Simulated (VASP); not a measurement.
# Cd3Pd (P4/mmm) in VASP: further runs, part 3 of 3

VASP 6.6.1. Earlier steps stand in the parts before.

## 4. Single point, LDA

Input file INCAR:

```
SYSTEM = Cd3Pd
  PREC = Accurate
  ENCUT = 520
  EDIFF = 1E-7
  ISMEAR = 1
  SIGMA = 0.1
  LREAL = .False.
  LASPH = .True.
  NELM = 60
  ALGO = Normal
  ISIF = 2
  LWAVE = .False.
  LCHARG = .True.
  GGA = CA
  LELF = .True.
  LVHAR = .True.
  NBANDS = 31
```

Input file KPOINTS:

```
Automatic mesh
0
Gamma
  8 8 8
  0 0 0
```

Input file POSCAR:

```
Cd3Pd
1.0
    4.2505638102      0.0000000000      0.0000000000
    0.0000000000      4.2505638102      0.0000000000
    0.0000000000      0.0000000000      4.1255553573
Cd Pd
3 1
Direct
    0.0000000000      0.5000000000      0.5000000000
    0.5000000000      0.0000000000      0.5000000000
    0.5000000000      0.5000000000      0.0000000000
    0.0000000000      0.0000000000      0.0000000000
```

Potentials or basis: VASP PAW LDA potentials, release 64 (Cd, Pd).

The run is started by

```
cat potpaw_LDA.64/Cd/POTCAR potpaw_LDA.64/Pd/POTCAR > POTCAR
mpirun -np 1 vasp_std > vasp.out
```

OUTCAR:

```text
SYSTEM = Cd3Pd
   PREC = Accurate
   ENCUT = 520
   EDIFF = 1E-7
   ISMEAR = 1
   LREAL = .False.
   LASPH = .True.
   NELM = 60
   ISIF = 2
   GGA = CA

 ion  position               nearest neighbor table
   1  0.000  0.500  0.500-   3 2.96   4 2.96   3 2.96   4 2.96   4 2.96   4 2.96   3 2.96   3 2.96
                             2 3.01   2 3.01   2 3.01   2 3.01
   2  0.500  0.000  0.500-   3 2.96   4 2.96   3 2.96   4 2.96   3 2.96   3 2.96   4 2.96   4 2.96
                             1 3.01   1 3.01   1 3.01   1 3.01
   3  0.500  0.500  0.000-   1 2.96   2 2.96   1 2.96   2 2.96   2 2.96   2 2.96   1 2.96   1 2.96
                             4 3.01   4 3.01   4 3.01   4 3.01
   4  0.000  0.000  0.000-   1 2.96   2 2.96   1 2.96   2 2.96   1 2.96   1 2.96   2 2.96   2 2.96
                             3 3.01   3 3.01   3 3.01   3 3.01

  LATTYP: Found a simple tetragonal cell.
 ALAT       =     4.2505638102
 C/A-ratio  =     0.9705901479

  Lattice vectors:

 A1 = (   4.2505638102,   0.0000000000,   0.0000000000)
 A2 = (   0.0000000000,   4.2505638102,   0.0000000000)
 A3 = (   0.0000000000,   0.0000000000,   4.1255553573)

Analysis of symmetry for initial positions (statically):
=====================================================================
 Subroutine PRICEL returns:
 Original cell was already a primitive cell.

 Routine SETGRP: Setting up the symmetry group for a
 simple tetragonal supercell.

 Subroutine GETGRP returns: Found 16 space group operations
 (whereof 16 operations were pure point group operations)
 out of a pool of 16 trial point group operations.

The static configuration has the point symmetry D_4h.

Analysis of symmetry for dynamics (positions and initial velocities):
=====================================================================
 Subroutine PRICEL returns:
 Original cell was already a primitive cell.

 Routine SETGRP: Setting up the symmetry group for a
 simple tetragonal supercell.

 Subroutine GETGRP returns: Found 16 space group operations
 (whereof 16 operations were pure point group operations)
[... 122 lines left out ...]
   EFERMI_NEDOS =   21; number of points for ismear=-14 and -15
   IALGO  =     38    algorithm
   IMIX   =      4    mixing-type and parameters
     AMIX     =   0.40;   BMIX     =  1.00
     AMIX_MAG =   1.60;   BMIX_MAG =  1.00
  volume/ion in A,a.u.               =      18.63       125.75
  Fermi-wavevector in a.u.,A,eV,Ry     =   1.393806  2.633911 26.431966  1.942695
  Thomas-Fermi vector in A             =   2.517416
   LORBIT       =      0    0 simple, 1 ext, 2 COOP (PROOUT), +10 PAW based schemes
   GGA     = CA    functional components
   LHFCALC =     F    Hartree Fock is set to
   AEXX    =    0.0000 exact exchange contribution
   IVDW    =     0    specifies the selected vdW correction
   LEPSILON=     F    determine dielectric tensor
   LRPA    =     F    only Hartree local field effects (RPA)
 non-spin polarized calculation
 Methfessel and Paxton  Order N= 1 SIGMA  =   0.10
  energy-cutoff  :      520.00
  volume of cell :       74.54
 maximum number of plane-waves:      2034
 NGX is ok and might be reduce to    32
   NGX = 15   NGY = 15   NGZ = 15

 number of electron      46.0000015 magnetization

 Free energy of the ion-electron system (eV)
  ---------------------------------------------------
  ext. energy  EPLUGINS =         0.00000000
  ---------------------------------------------------
  free energy    TOTEN  =       -11.91665210 eV

  energy without entropy =      -11.91605135  energy(sigma->0) =      -11.91645185

 E-fermi :   4.4250     XC(G=0): -12.1684

 val. band max:        4.4211582107   @ k =   0.3750   0.2500   0.2500
 cond. band min:       4.4337470696   @ k =   0.0000   0.0000   0.1250
 fundamental gap:      0.0125888589
 Fermi energy:         4.4250384541

 k-point     1 :       0.0000    0.0000    0.0000
  band No.  band energies     occupation
      1      -5.7094      2.00000
      2      -5.4477      2.00000
      3      -5.4477      2.00000
      4      -5.3973      2.00000
      5      -5.1204      2.00000
      6      -5.0617      2.00000
[... 805 lines left out ...]
     30      12.3661      0.00000
     31      13.1267      0.00000

 [... further k-points ...]
[... 5 lines left out ...]
  --------------------------------------------------------------------------------------
  -------------------------------------------------------------------------------------
  Total       -3.0960927     -3.0960927     -2.7143338      0.0000000     -0.0000000      0.0000000
  in kB      -66.5501506    -66.5501506    -58.3442873      0.0000000     -0.0000000      0.0000000
  external PRESSURE =     -63.8148628 kB  Pullay stress =       0.0000000 kB

 VOLUME and BASIS-vectors are now :
 -----------------------------------------------------------------------------
  energy-cutoff  :      520.00
  volume of cell :       74.54
      direct lattice vectors                 reciprocal lattice vectors
     4.250563810  0.000000000  0.000000000     0.235262907  0.000000000  0.000000000
     0.000000000  4.250563810  0.000000000     0.000000000  0.235262907  0.000000000
     0.000000000  0.000000000  4.125555357     0.000000000  0.000000000  0.242391609

 POSITION                                       TOTAL-FORCE (eV/Angst)
 -----------------------------------------------------------------------------------
      0.00000      2.12528      2.06278         0.000000      0.000000      0.000000
      2.12528      0.00000      2.06278         0.000000      0.000000      0.000000
      2.12528      2.12528      0.00000         0.000000      0.000000      0.000000
      0.00000      0.00000      0.00000         0.000000      0.000000      0.000000
 -----------------------------------------------------------------------------------
    total drift:                                0.000000     -0.000000     -0.000000

  FREE ENERGIE OF THE ION-ELECTRON SYSTEM (eV)
  ---------------------------------------------------
  free  energy   TOTEN  =       -11.9166520972 eV

  energy  without entropy=      -11.9160513506  energy(sigma->0) =      -11.91645185
```

OSZICAR:

```text
N       E                     dE             d eps       ncg     rms          rms(c)
DAV:   1     0.378093151996E+03    0.37809E+03   -0.23959E+04  4658   0.150E+03
DAV:   2    -0.189904930265E+01   -0.37999E+03   -0.36186E+03  4930   0.402E+02
DAV:   3    -0.125247034308E+02   -0.10626E+02   -0.10575E+02  5273   0.793E+01
DAV:   4    -0.125781841429E+02   -0.53481E-01   -0.53471E-01  5161   0.505E+00
DAV:   5    -0.125789645077E+02   -0.78036E-03   -0.78036E-03  5448   0.654E-01    0.800E+00
DAV:   6    -0.120231419422E+02    0.55582E+00   -0.15825E+00  5195   0.136E+01    0.724E+00
DAV:   7    -0.119520729331E+02    0.71069E-01   -0.42052E-01  4888   0.414E+00    0.382E+00
DAV:   8    -0.119207973365E+02    0.31276E-01   -0.10497E-01  4986   0.228E+00    0.147E+00
DAV:   9    -0.119167548068E+02    0.40425E-02   -0.19100E-02  5056   0.132E+00    0.128E-01
DAV:  10    -0.119166553573E+02    0.99449E-04   -0.43624E-04  5182   0.145E-01    0.596E-02
DAV:  11    -0.119166523294E+02    0.30279E-05   -0.35540E-05  5259   0.454E-02    0.144E-02
DAV:  12    -0.119166520849E+02    0.24451E-06   -0.25652E-06  5168   0.114E-02    0.432E-03
DAV:  13    -0.119166520972E+02   -0.12379E-07   -0.34643E-07  3948   0.423E-03
   1 F= -.11916652E+02 E0= -.11916452E+02  d E =-.600747E-03
```

It took 42 s on 1 thread of Intel Xeon 6975P-C (Granite Rapids), shared host; peak memory 0.26 GiB.

What came out:

| Quantity | Value |
| --- | --- |
| Free energy | -11.9167 eV |
| Pressure | -6.4 GPa |
| Band gap on the k mesh | zero (band 23 reaches 7.64 eV, above the bottom of band 24 at 2.77 eV) |

Stress tensor (GPa, compression positive):
```
-6.66  0.00  0.00
 0.00 -6.66  0.00
 0.00  0.00 -5.83
```

Levels at points of the mesh, in eV from the Fermi level:
| k point | band 20 | band 21 | band 22 | band 23 | band 24 | band 25 | band 26 | band 27 |
| --- | --- | --- | --- | --- | --- | --- | --- | --- |
| (0.00, 0.00, 0.00) | -2.15 | -2.15 | -0.39 | -0.39 | 0.07 | 3.35 | 3.55 | 4.34 |
| (0.50, 0.00, 0.00) | -2.86 | -2.24 | -2.18 | 3.22 | 3.22 | 3.46 | 3.63 | 3.92 |
| (0.50, 0.50, 0.00) | -2.77 | -2.77 | -2.31 | -1.37 | -1.16 | 5.68 | 6.33 | 6.68 |
| (0.00, 0.00, 0.50) | -2.89 | -2.23 | -2.13 | 3.03 | 3.48 | 3.48 | 3.63 | 3.63 |
| (0.50, 0.00, 0.50) | -2.82 | -2.76 | -2.26 | -1.22 | -1.10 | 5.37 | 5.86 | 6.16 |
| (0.50, 0.50, 0.50) | -2.10 | -2.09 | -1.73 | -1.73 | -1.66 | 0.80 | 0.94 | 0.94 |

## 5. Summary

| cell | gap on the mesh (eV) | pressure (GPa) |
| --- | --- | --- |
| a = 4.187, b = 4.187, c = 4.251 Å, 4 atoms | none | -6.4 |
| a = 4.230, b = 4.230, c = 4.167 Å, 4 atoms | none | -6.4 |
| a = 4.251, b = 4.251, c = 4.126 Å, 4 atoms | none | -6.4 |

Alike in all rows: task single point; level LDA; potentials or basis VASP PAW LDA potentials, release 64 (Cd, Pd); no spin polarisation; k mesh 8 × 8 × 8; cutoff (eV) 520; smearing methfessel-paxton 0.1 eV.

Total energies depend on the potentials used, so only differences within one code and one set of settings carry meaning.
